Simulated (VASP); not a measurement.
Wanted: the native input for a VASP 6.6.1 run.

| Property | Result |
| --- | --- |
| Task | single point |
| Functional | PBEsol |
| Potentials or basis | VASP PAW PBE potentials, release 64 (B, P) |
| Cutoff | 520 eV |
| k mesh | 8 × 8 × 8 |
| Occupations | gaussian, width 0.01 eV |
| Spin | no spin polarisation |
| Dipole correction | no |
| Further INCAR settings | ALGO = Normal; EDIFF = 1e-07; NBANDS = 11 |

The structure of BP lies in POSCAR:

```
BP
1.0
    2.2826725682      2.2826725682      0.0000000000
   -2.2826725682      2.2826725682      0.0000000000
    0.0000000000      2.2826725682      2.2495677310
B P
1 1
Direct
    0.0000000000      0.0000000000      0.0000000000
    0.7500000000      0.2500000000      0.5000000000
```

This cell differs from its parent crystal: film at in-plane strain +0.01.

These files were run (other wordings do the same):

INCAR

```
SYSTEM = BP
  PREC = Accurate
  ENCUT = 520
  EDIFF = 1E-7
  ISMEAR = 0
  SIGMA = 0.01
  LREAL = .False.
  LASPH = .True.
  NELM = 80
  ALGO = Normal
  ISIF = 2
  LWAVE = .False.
  LCHARG = .False.
  GGA = PS
  NBANDS = 11
```

KPOINTS

```
regular mesh
0
Gamma
  8 8 8
  0 0 0
```

Potentials or basis: VASP PAW PBE potentials, release 64 (B, P).

Run with:

```sh
$ cat potpaw_PBE.64/B/POTCAR potpaw_PBE.64/P/POTCAR > POTCAR
$ mpirun -np 1 vasp_std > vasp.out
```

It gave:

- Pressure: -2.4 GPa
- Band gap on the k mesh: 0.95 eV, indirect (least direct gap 3.20 eV)

Caveat: the cell differs from its parent crystal (film at in-plane strain +0.01); the PAW data sets were made with another functional, which shifts forces and pressure a little.

Wall time 16 s on 1 thread of AMD EPYC 7R43 64-Core Processor (Zen 3), with other jobs on the host, peak memory 0.1 GiB.
